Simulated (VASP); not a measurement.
Write the native input for VASP 6.6.1 that does the following.

* Task: electric field gradients
* Functional: PBE
* Potentials or basis: VASP PAW PBE potentials, release 64 (Rb_sv, Cd)
* Cutoff: 520 eV
* k mesh: 9 × 9 × 9
* Occupations: fermi-dirac, width 0.05 eV
* Spin: no spin polarisation
* Dipole correction: no
* Further INCAR settings: ALGO = Normal; EDIFF = 1e-08; NBANDS = 18

The structure of RbCd (CsCl type) lies in POSCAR:

```
RbCd
1.0
    4.5683629778      0.0000000000      0.0000000000
    0.0000000000      4.5683629778      0.0000000000
    0.0000000000      0.0000000000      4.5683629778
Rb Cd
1 1
Direct
    0.0000000000      0.0000000000      0.0000000000
    0.5000000000      0.5000000000      0.5000000000
```

One way to write it, as run:

INCAR

```
SYSTEM = RbCd
ALGO = Normal
EDIFF = 1E-8
ENCUT = 520
GGA = PE
ISIF = 2
ISMEAR = -1
LASPH = .TRUE.
LCHARG = .FALSE.
LEFG = .TRUE.
LREAL = .FALSE.
LWAVE = .FALSE.
NBANDS = 18
NELM = 100
PREC = Accurate
SIGMA = 0.05
```

KPOINTS

```
k-points
0
G
  9 9 9
  0 0 0
```

Potentials or basis: VASP PAW PBE potentials, release 64 (Rb_sv, Cd).

The run is started by

```bash
$ cat potpaw_PBE.64/Rb_sv/POTCAR potpaw_PBE.64/Cd/POTCAR > POTCAR
$ mpirun -np 1 vasp_std > vasp.out
```

It gave:

The pressure is 0.0 GPa. The band gap on the k mesh is zero (an odd number of electrons rules out a gap without spin polarisation) and the largest electric field gradient by atom is zero within the noise of the run.

Wall time 65 s on 1 thread of Intel Xeon 8259CL (shared host), peak memory 0.24 GiB.
